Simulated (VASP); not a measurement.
# Ag (P6_3/mmc) in VASP: a series of runs, part 2 of 2

VASP 6.6.1. The steps go on from the part before.

## 3. Electric field gradients, LDA (17.31 Å³/atom)

This run uses another cell than the first one, of 17.31 Å³/atom.

Input file INCAR:

```
SYSTEM = Ag
PREC     = Accurate       ! precision mode
ENCUT    = 520            ! plane-wave cutoff, eV
EDIFF    = 1E-8           ! SCF threshold, eV
ISMEAR   = -1             ! smearing method
SIGMA    = 0.08           ! smearing width, eV
LREAL    = .FALSE.        ! projectors in reciprocal space
LASPH    = .TRUE.         ! aspherical terms in the spheres
NELM     = 60             ! most SCF steps
ALGO     = Normal         ! electronic algorithm
ISIF     = 2              ! what is computed and relaxed
LWAVE    = .FALSE.        ! write WAVECAR
LCHARG   = .FALSE.        ! write CHGCAR
LEFG     = .TRUE.       
NBANDS   = 30             ! bands
```

Input file KPOINTS:

```
regular mesh
0
G
  14 14 4
  0 0 0
```

Input file POSCAR:

```
Ag
1.0
    2.8471914389      0.0000000000      0.0000000000
   -1.4235957195      2.4657401156      0.0000000000
    0.0000000000      0.0000000000      9.8648482973
Ag
4
Direct
    0.3333333333      0.6666666667      0.2500000000
    0.6666666667      0.3333333333      0.7500000000
    0.0000000000      0.0000000000      0.0000000000
    0.0000000000      0.0000000000      0.5000000000
```

Potentials or basis: VASP PAW LDA potentials, release 64 (Ag).

On the command line:

```console
$ cat potpaw_LDA.64/Ag/POTCAR > POTCAR
$ mpirun -np 1 vasp_std > vasp.out
```

OUTCAR:

```text
SYSTEM = Ag
   PREC = Accurate
   ENCUT = 520
   EDIFF = 1E-8
   ISMEAR = -1
   LREAL = .FALSE.
   LASPH = .TRUE.
   NELM = 60
   ISIF = 2

 ion  position               nearest neighbor table
   1  0.333  0.667  0.250-   3 2.96   4 2.96   3 2.96   4 2.96   3 2.96   4 2.96
   2  0.667  0.333  0.750-   3 2.96   4 2.96   3 2.96   4 2.96   3 2.96   4 2.96
   3  0.000  0.000  0.000-   1 2.96   2 2.96   2 2.96   1 2.96   2 2.96   1 2.96
   4  0.000  0.000  0.500-   1 2.96   2 2.96   2 2.96   1 2.96   2 2.96   1 2.96

  LATTYP: Found a hexagonal cell.
 ALAT       =     2.8471914389
 C/A-ratio  =     3.4647646669

  Lattice vectors:

 A1 = (   2.8471914389,   0.0000000000,   0.0000000000)
 A2 = (  -1.4235957195,   2.4657401156,   0.0000000000)
 A3 = (   0.0000000000,   0.0000000000,   9.8648482973)

Analysis of symmetry for initial positions (statically):
=====================================================================
 Subroutine PRICEL returns:
 Original cell was already a primitive cell.

 Routine SETGRP: Setting up the symmetry group for a
 hexagonal supercell.

 Subroutine GETGRP returns: Found 24 space group operations
 (whereof 12 operations were pure point group operations)
 out of a pool of 24 trial point group operations.

The static configuration has the point symmetry D_3d.
 The point group associated with its full space group is D_6h.

Analysis of symmetry for dynamics (positions and initial velocities):
=====================================================================
 Subroutine PRICEL returns:
 Original cell was already a primitive cell.

 Routine SETGRP: Setting up the symmetry group for a
 hexagonal supercell.

 Subroutine GETGRP returns: Found 24 space group operations
 (whereof 12 operations were pure point group operations)
 out of a pool of 24 trial point group operations.

The dynamic configuration has the point symmetry D_3d.
 The point group associated with its full space group is D_6h.

 Subroutine INISYM returns: Found 24 space group operations
 (whereof 12 operations are pure point group operations),
 and found     1 'primitive' translations

----------------------------------------------------------------------------------------

                                     Primitive cell

  volume of cell :      69.2555

  direct lattice vectors                    reciprocal lattice vectors
     2.847191439  0.000000000  0.000000000     0.351223310  0.202778872  0.000000000
    -1.423595719  2.465740116  0.000000000     0.000000000  0.405557745  0.000000000
     0.000000000  0.000000000  9.864848297     0.000000000  0.000000000  0.101370033

  length of vectors
     2.847191439  2.847191439  9.864848297     0.405557745  0.405557745  0.101370033

  position of ions in fractional coordinates (direct lattice)
     0.333333333  0.666666667  0.250000000
     0.666666667  0.333333333  0.750000000
     0.000000000  0.000000000  0.000000000
[... 92 lines left out ...]
   NUPDOWN=      -1.0000    fix difference up-down
   EMIN   =  10.00;   EMAX   =-10.00  energy-range for DOS
   EFERMI =   0.00;   METHOD = LEGACY
   ISMEAR =    -1;   SIGMA  =   0.08  broadening in eV -4-tet -1-fermi 0-gaus
   EFERMI_NEDOS =   21; number of points for ismear=-14 and -15
   IALGO  =     38    algorithm
   IMIX   =      4    mixing-type and parameters
     AMIX     =   0.40;   BMIX     =  1.00
     AMIX_MAG =   1.60;   BMIX_MAG =  1.00
  volume/ion in A,a.u.               =      17.31       116.84
  Fermi-wavevector in a.u.,A,eV,Ry     =   1.407368  2.659539 26.948842  1.980684
  Thomas-Fermi vector in A             =   2.529634
   LORBIT       =      0    0 simple, 1 ext, 2 COOP (PROOUT), +10 PAW based schemes
   GGA     = CA    functional components
   LHFCALC =     F    Hartree Fock is set to
   AEXX    =    0.0000 exact exchange contribution
   IVDW    =     0    specifies the selected vdW correction
   LEPSILON=     F    determine dielectric tensor
   LRPA    =     F    only Hartree local field effects (RPA)
 non-spin polarized calculation
  energy-cutoff  :      520.00
  volume of cell :       69.26
 maximum number of plane-waves:      1884
 NGX is ok and might be reduce to    24
   NGX = 11   NGY = 11   NGZ = 37

 number of electron      44.0000003 magnetization

 Free energy of the ion-electron system (eV)
  ---------------------------------------------------
  ext. energy  EPLUGINS =         0.00000000
  ---------------------------------------------------
  free energy    TOTEN  =       -14.93542010 eV

  energy without entropy =      -14.90649277  energy(sigma->0) =      -14.92095644

 E-fermi :   7.9000     XC(G=0): -12.4900

 val. band max:        7.8958124190   @ k =   0.3571  -0.0000   0.2500
 cond. band min:       7.9154897464   @ k =   0.3571   0.1429   0.5000
 fundamental gap:      0.0196773274
 Fermi energy:         7.8999509294

 k-point     1 :       0.0000    0.0000    0.0000
  band No.  band energies     occupation
      1       0.2154      2.00000
      2       1.4331      2.00000
      3       1.4376      2.00000
      4       1.5564      2.00000
      5       2.9696      2.00000
      6       3.2320      2.00000
[... 781 lines left out ...]
     29      14.6375      0.00000
     30      16.8574      0.00000

 [... further k-points ...]

------------------------ aborting loop because EDIFF is reached ----------------------------------------

  FORCE on cell =-STRESS in cart. coord.  units (eV):
  Direction    XX          YY          ZZ          XY          YZ          ZX
  --------------------------------------------------------------------------------------
  -------------------------------------------------------------------------------------
  Total       -2.7264809     -2.7264810     -4.8040482      0.0000000      0.0000000      0.0000000
  in kB      -63.0752048    -63.0752048   -111.1382498      0.0000000      0.0000000      0.0000000
  external PRESSURE =     -79.0962198 kB  Pullay stress =       0.0000000 kB

 VOLUME and BASIS-vectors are now :
 -----------------------------------------------------------------------------
  energy-cutoff  :      520.00
  volume of cell :       69.26
      direct lattice vectors                 reciprocal lattice vectors
     2.847191439  0.000000000  0.000000000     0.351223310  0.202778872  0.000000000
    -1.423595719  2.465740116  0.000000000     0.000000000  0.405557745  0.000000000
     0.000000000  0.000000000  9.864848297     0.000000000  0.000000000  0.101370033

 POSITION                                       TOTAL-FORCE (eV/Angst)
 -----------------------------------------------------------------------------------
     -0.00000      1.64383      2.46621         0.000000     -0.000000      0.000000
      1.42360      0.82191      7.39864        -0.000000      0.000000     -0.000000
      0.00000      0.00000      0.00000         0.000000     -0.000000     -0.000000
      0.00000      0.00000      4.93242         0.000000     -0.000000     -0.000000
 -----------------------------------------------------------------------------------
    total drift:                               -0.000000      0.000000     -0.000000

  FREE ENERGIE OF THE ION-ELECTRON SYSTEM (eV)
  ---------------------------------------------------
  free  energy   TOTEN  =       -14.9354201049 eV

  energy  without entropy=      -14.9064927710  energy(sigma->0) =      -14.92095644

 Electric field gradients (V/A^2)
---------------------------------------------------------------------
 ion       V_xx      V_yy      V_zz      V_xy      V_xz      V_yz
---------------------------------------------------------------------
   1      -6.602    -6.602    13.204     0.000     0.000     0.000
   2      -6.602    -6.602    13.204     0.000     0.000    -0.000
   3      -5.775    -5.775    11.550     0.000     0.000    -0.000
   4      -5.775    -5.775    11.550     0.000    -0.000     0.000
---------------------------------------------------------------------

 Electric field gradients after diagonalization (V/A^2)
 (convention: |V_zz| > |V_xx| > |V_yy|)
----------------------------------------------------------------------
 ion       V_xx      V_yy      V_zz     asymmetry (V_yy - V_xx)/ V_zz
----------------------------------------------------------------------
   1      -6.602    -6.602    13.204       0.000
   2      -6.602    -6.602    13.204       0.000
   3      -5.775    -5.775    11.550       0.000
   4      -5.775    -5.775    11.550       0.000
----------------------------------------------------------------------

           NMR quadrupolar parameters

 Cq : quadrupolar parameter    Cq=e*Q*V_zz/h
 eta: asymmetry parameters     (V_yy - V_xx)/ V_zz
 Q  : nuclear electric quadrupole moment in mb (millibarn)
----------------------------------------------------------------------
 ion       Cq(MHz)       eta       Q (mb)
----------------------------------------------------------------------
   1       0.032       0.000       1.000
   2       0.032       0.000       1.000
   3       0.028       0.000       1.000
   4       0.028       0.000       1.000
----------------------------------------------------------------------
```

Run time: 4.5 min. Hardware: 1 thread of Intel Xeon 8259CL, shared host; peak memory 0.21 GiB.

Results:

| Property | Result |
| --- | --- |
| Free energy | -14.9354 eV |
| Pressure | -7.9 GPa |
| Band gap on the k mesh | zero (bands 22 and 23 overlap by 6.14 eV) |
| Largest electric field gradient by atom | Ag +13.2, +11.6 (each value once) V/Å² |

Levels at points of the mesh, in eV from the Fermi level:
| k point | band 20 | band 21 | band 22 | band 23 | band 24 | band 25 |
| --- | --- | --- | --- | --- | --- | --- |
| (0.00, 0.00, 0.00) | -3.31 | -3.31 | -2.96 | -2.96 | -0.76 | 2.74 |
| (0.50, 0.00, 0.00) | -2.64 | -0.01 | 0.81 | 1.20 | 1.71 | 4.42 |
| (0.00, 0.00, 0.50) | -3.09 | -3.09 | -3.09 | -2.68 | -2.68 | 5.44 |
| (0.50, 0.00, 0.50) | -2.65 | 0.40 | 0.40 | 1.54 | 1.54 | 4.72 |

Electric field gradients, principal values (V/Å²):
```
atom   least  middle  greatest (by size)
1 Ag  -6.602  -6.602              13.204
2 Ag  -6.602  -6.602              13.204
3 Ag  -5.775  -5.775              11.550
4 Ag  -5.775  -5.775              11.550
```

Caveat: the cell stands under tension; without QUAD_EFG the Cq values of the log hold for a quadrupole moment of 1 mb, not for the nuclei.

## 4. Electric field gradients, LDA (17.31 Å³/atom)

This run uses another cell than the first one, of 17.31 Å³/atom.

Input file INCAR:

```
SYSTEM = Ag
ALGO = Normal ; EDIFF = 1E-8
ENCUT = 520 ; GGA = CA
ISIF = 2 ; ISMEAR = -1
LASPH = .True. ; LCHARG = .False.
LEFG = .True. ; LREAL = .False.
LWAVE = .False. ; NBANDS = 30
NELM = 60 ; PREC = Accurate
SIGMA = 0.08
```

Input file KPOINTS:

```
k-points
0
Gamma
  14 14 4
  0 0 0
```

POSCAR is that of step 3.

Potentials or basis: VASP PAW LDA potentials, release 64 (Ag).

On the command line:

```console
$ cat potpaw_LDA.64/Ag/POTCAR > POTCAR
$ mpirun -np 1 vasp_std > vasp.out
```

OUTCAR:

```text
SYSTEM = Ag
   EDIFF = 1E-8
   ENCUT = 520
   GGA = CA
   ISIF = 2
   ISMEAR = -1
   LASPH = .True.
   LREAL = .False.
   NELM = 60
   PREC = Accurate

 ion  position               nearest neighbor table
   1  0.333  0.667  0.250-   3 2.96   4 2.96   3 2.96   4 2.96   3 2.96   4 2.96
   2  0.667  0.333  0.750-   3 2.96   4 2.96   3 2.96   4 2.96   3 2.96   4 2.96
   3  0.000  0.000  0.000-   1 2.96   2 2.96   2 2.96   1 2.96   2 2.96   1 2.96
   4  0.000  0.000  0.500-   1 2.96   2 2.96   2 2.96   1 2.96   2 2.96   1 2.96

  LATTYP: Found a hexagonal cell.
 ALAT       =     2.8471914389
 C/A-ratio  =     3.4647646669

  Lattice vectors:

 A1 = (   2.8471914389,   0.0000000000,   0.0000000000)
 A2 = (  -1.4235957195,   2.4657401156,   0.0000000000)
 A3 = (   0.0000000000,   0.0000000000,   9.8648482973)

Analysis of symmetry for initial positions (statically):
=====================================================================
 Subroutine PRICEL returns:
 Original cell was already a primitive cell.
[... 998 lines left out ...]
     -0.00000      1.64383      2.46621         0.000000     -0.000000      0.000000
      1.42360      0.82191      7.39864        -0.000000      0.000000     -0.000000
      0.00000      0.00000      0.00000         0.000000     -0.000000     -0.000000
      0.00000      0.00000      4.93242         0.000000     -0.000000     -0.000000
 -----------------------------------------------------------------------------------
    total drift:                               -0.000000      0.000000     -0.000000

  FREE ENERGIE OF THE ION-ELECTRON SYSTEM (eV)
  ---------------------------------------------------
  free  energy   TOTEN  =       -14.9354201049 eV

  energy  without entropy=      -14.9064927710  energy(sigma->0) =      -14.92095644

 Electric field gradients (V/A^2)
---------------------------------------------------------------------
 ion       V_xx      V_yy      V_zz      V_xy      V_xz      V_yz
---------------------------------------------------------------------
   1      -6.602    -6.602    13.204     0.000     0.000     0.000
   2      -6.602    -6.602    13.204     0.000     0.000    -0.000
   3      -5.775    -5.775    11.550     0.000     0.000    -0.000
   4      -5.775    -5.775    11.550     0.000    -0.000     0.000
---------------------------------------------------------------------

 Electric field gradients after diagonalization (V/A^2)
 (convention: |V_zz| > |V_xx| > |V_yy|)
----------------------------------------------------------------------
 ion       V_xx      V_yy      V_zz     asymmetry (V_yy - V_xx)/ V_zz
----------------------------------------------------------------------
   1      -6.602    -6.602    13.204       0.000
   2      -6.602    -6.602    13.204       0.000
   3      -5.775    -5.775    11.550       0.000
   4      -5.775    -5.775    11.550       0.000
----------------------------------------------------------------------

           NMR quadrupolar parameters

 Cq : quadrupolar parameter    Cq=e*Q*V_zz/h
 eta: asymmetry parameters     (V_yy - V_xx)/ V_zz
 Q  : nuclear electric quadrupole moment in mb (millibarn)
----------------------------------------------------------------------
 ion       Cq(MHz)       eta       Q (mb)
----------------------------------------------------------------------
   1       0.032       0.000       1.000
   2       0.032       0.000       1.000
   3       0.028       0.000       1.000
   4       0.028       0.000       1.000
----------------------------------------------------------------------
```

stdout:

```text
POSCAR found type information on POSCAR Ag
 POSCAR found :  1 types and       4 ions
 scaLAPACK will be used
 LDA part: xc-table for (Slater(with rela. corr.)+CA(PZ))
 , standard interpolation
 POSCAR, INCAR and KPOINTS ok, starting setup
 FFT: planning ... GRIDC
 FFT: planning ... GRID_SOFT
 FFT: planning ... GRID
 WAVECAR not read
 entering main loop
ion   1

ion   2

ion   3

ion   4
```

It took 4.3 min on 1 thread of Intel Xeon 8259CL, shared host; peak memory 0.21 GiB.

What came out:

| Property | Result |
| --- | --- |
| Free energy | -14.9354 eV |
| Pressure | -7.9 GPa |
| Band gap on the k mesh | zero (bands 22 and 23 overlap by 6.14 eV) |
| Largest electric field gradient by atom | Ag +13.2, +11.6 (each value once) V/Å² |

Electric field gradients, principal values (V/Å²):
| atom | least | middle | greatest (by size) |
| --- | --- | --- | --- |
| 1 Ag | -6.602 | -6.602 | 13.204 |
| 2 Ag | -6.602 | -6.602 | 13.204 |
| 3 Ag | -5.775 | -5.775 | 11.550 |
| 4 Ag | -5.775 | -5.775 | 11.550 |

Caveat: the cell stands under tension; without QUAD_EFG the Cq values of the log hold for a quadrupole moment of 1 mb, not for the nuclei.

The gap in the log of VASP goes by the Fermi energy; the results here count the filled bands.